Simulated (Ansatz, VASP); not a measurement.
# Li2Ca2Pb in VASP and in Ansatz

```xyz
5
Lattice="4.3466 0.0000 0.0000 0.0000 4.3466 0.0000 0.0000 0.0000 5.8960" Properties=species:S:1:pos:R:3 pbc="T T T"
Li    0.0000    2.1733    2.9480
Li    2.1733    0.0000    2.9480
Ca    2.1733    2.1733    1.4150
Ca    2.1733    2.1733    4.4810
Pb    0.0000    0.0000    0.0000
```

Change from the starting cell: species swapped into the CeMg2Si2 type (P4/mmm, No. 123).

Alike in both runs: task single point; functional PBE; k mesh 4 × 4 × 4; occupations gaussian, width 0.1 eV; no spin polarisation.

|  | VASP | Ansatz |
| --- | --- | --- |
| version | VASP 6.6.1 | Ansatz 0.2.0 |
| potentials or method | VASP PAW PBE potentials, release 64 (Li_sv, Ca_sv, Pb_d), cutoff 520 eV | scalar-relativistic, plane waves, PAW |
| valence electrons in the cell | 40 | 40 |

```csv
,VASP,Ansatz,Ansatz less VASP
gap on the k mesh at the Fermi level (eV),none,none,-
rms of the force components (eV/Å),1.045,1.047,+0.0018
```

Atom by atom the forces differ by 0.002 eV/Å (rms over components). A gap of «none» marks a metal or a gap that the smearing closes. The functional is the same, so the differences come from potentials, cutoffs and numerics.

The k mesh is coarse, so the values compare programs but aren't converged. Neither program's run includes spin-orbit coupling. Noted on VASP's run: the cutoff is under 1.25 times that of the potentials, so the pressure is a little rough.
